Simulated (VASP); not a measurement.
Runs of VASP 6.6.1 on BaTe. The structure is that of space group Pm-3m (No. 221), or close to it. The cells are those of the table. 

| cell | gap on the mesh (eV) | pressure (GPa) |
| --- | --- | --- |
| a = 4.476 Å, 2 atoms | 0.94 | -5.5 |
| a = 4.049, b = 4.049, c = 4.262 Å, 2 atoms | (c) | 0.6 |
| a = 4.156, b = 4.156, c = 4.369 Å, 2 atoms | 0.40 | -2.1 |
| a = 4.369, b = 4.369, c = 4.262 Å, 2 atoms | 0.64 | -4.0 |
| a = 4.369, b = 4.369, c = 4.156 Å, 2 atoms | 0.42 | -3.4 |
| a = 4.156, b = 4.156, c = 4.262 Å, 2 atoms | (a) | -1.3 |
| a = 4.049 Å, 2 atoms | 0.24 | 3.1 |
| a = 4.476, b = 4.476, c = 4.369 Å, 2 atoms | 0.74 | -5.2 |
| a = 4.369 Å, 2 atoms | 0.82 | (b) |
| a = 4.262, b = 4.262, c = 4.049 Å, 2 atoms | 0.21 | -1.3 |
| a = 4.262, b = 4.262, c = 4.369 Å, 2 atoms | 0.63 | -3.5 |
| a = 4.262, b = 4.262, c = 4.476 Å, 2 atoms | 0.58 | -4.0 |

Alike in all rows: task single point; level LDA; potentials or basis VASP PAW LDA potentials, release 64 (Ba_sv, Te); no spin polarisation; k mesh 6 × 6 × 6; cutoff (eV) 520; smearing gaussian 0.05 eV.

Q: Estimate the missing entries.

A: (a) 0.44; (b) -4.5; (c) 0.17.

Caveats: spin-orbit coupling is left out, which moves the levels of the heavy elements.

A k mesh can miss the band edges, and the runs leave out spin-orbit coupling on Ba, Te.
